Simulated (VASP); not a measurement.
# Na3Lu: single point with LDA

Crystal: Na3Lu.

```
Na Lu
1.0
     4.96905    0.00000    0.00000
     0.00000    4.96905    0.00000
     0.00000    0.00000    4.96905
Na Lu
3 1
Direct
  0.00000 0.00000 0.00000
  0.00000 0.50000 0.50000
  0.50000 0.00000 0.50000
  0.50000 0.50000 0.00000
```

- Program: VASP 6.6.1
- Task: single point
- Functional: LDA
- Potentials or basis: VASP PAW PBE potentials, release 64 (Na_pv, Lu)
- Cutoff: 520 eV
- k mesh: 4 × 4 × 4
- Occupations: fermi-dirac, width 0.1 eV
- Spin: no spin polarisation
- Dipole correction: no
- Further INCAR settings: ALGO = Normal; EDIFF = 1e-06; NBANDS = 31

```json
{
 "Pressure": "0.0 GPa",
 "Band gap on the k mesh": "zero (bands 23 and 24 overlap by 0.92 eV)"
}
```

Levels at points of the mesh, in eV from the Fermi level:
```tsv
k point	band 20	band 21	band 22	band 23	band 24	band 25	band 26	band 27
(0.00, 0.00, 0.00)	-6.41	-4.42	-0.11	-0.11	1.50	1.50	1.50	1.92
(0.50, 0.00, 0.00)	-6.41	-3.23	-2.11	0.16	0.74	0.74	1.61	1.80
(0.50, 0.50, 0.00)	-6.41	-2.06	-1.20	-0.76	-0.76	0.98	0.98	1.38
(0.50, 0.50, 0.50)	-6.41	-0.58	-0.41	-0.41	-0.41	0.38	0.38	0.38
```

It took 21 s on 1 thread of Intel(R) Xeon(R) 6975P-C (Granite Rapids), on a shared host, peak memory 0.2 GiB.

Caveat: the PAW data sets were made with another functional, which shifts forces and pressure a little; spin-orbit coupling is left out, which moves the levels of the heavy elements.
